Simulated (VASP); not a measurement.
Wanted: the native input for a VASP 6.6.1 run.

| Item | Value |
| --- | --- |
| Task | relaxation of cell and atoms |
| Functional | revPBE |
| Dispersion | D3(BJ) |
| Potentials or basis | VASP PAW PBE potentials, release 64 (Ge_d) |
| Cutoff | 600 eV |
| k mesh | 8 × 8 × 8 |
| Occupations | fermi-dirac, width 0.05 eV |
| Spin | no spin polarisation |
| Dipole correction | no |
| Further INCAR settings | ALGO = Normal; EDIFF = 1e-07; IBRION = 2; EDIFFG = -0.005; NSW = 80; ISIF = 3 |

The structure of Ge lies in POSCAR:

```
Ge
1.0
    0.0000000000      2.8289100000      2.8289100000
    2.8289100000      0.0000000000      2.8289100000
    2.8289100000      2.8289100000      0.0000000000
Ge
2
Direct
    0.7500000000      0.7500000000      0.7500000000
    0.5000000000      0.5000000000      0.5000000000
```

One way to write it, as run:

INCAR

```
PREC = Accurate
ENCUT = 600
EDIFF = 1E-7
ISMEAR = -1
SIGMA = 0.05
LREAL = False
LASPH = True
NELM = 80
ALGO = Normal
ISIF = 3
LWAVE = False
LCHARG = False
GGA = RE
IVDW = 12
IBRION = 2
NSW = 80
EDIFFG = -0.005
```

KPOINTS

```
regular mesh
0
Gamma
  8 8 8
```

Potentials or basis: VASP PAW PBE potentials, release 64 (Ge_d).

Command:

```sh
$ cat potpaw_PBE.64/Ge_d/POTCAR > POTCAR
$ mpirun -np 1 vasp_std > vasp.out
```

It gave:

The relaxed volume is 22.87 Å³/atom, the relaxed cell is a = 4.015 Å, b = 4.015 Å, c = 4.015 Å, α = 60.00°, β = 60.00°, γ = 60.00° and the space group after relaxing (to 0.1 Å) is Fd-3m (No. 227). The energy gained by relaxing is 0.5 meV/atom and the ionic steps are 3. The pressure after relaxing is 0.0 GPa. The dispersion energy per atom is -0.564 eV.

Caveat: the PAW data sets were made with another functional, which shifts forces and pressure a little.

Wall time 83 s on 1 thread of Intel Xeon 8259CL, on a shared host, peak memory 0.2 GiB.
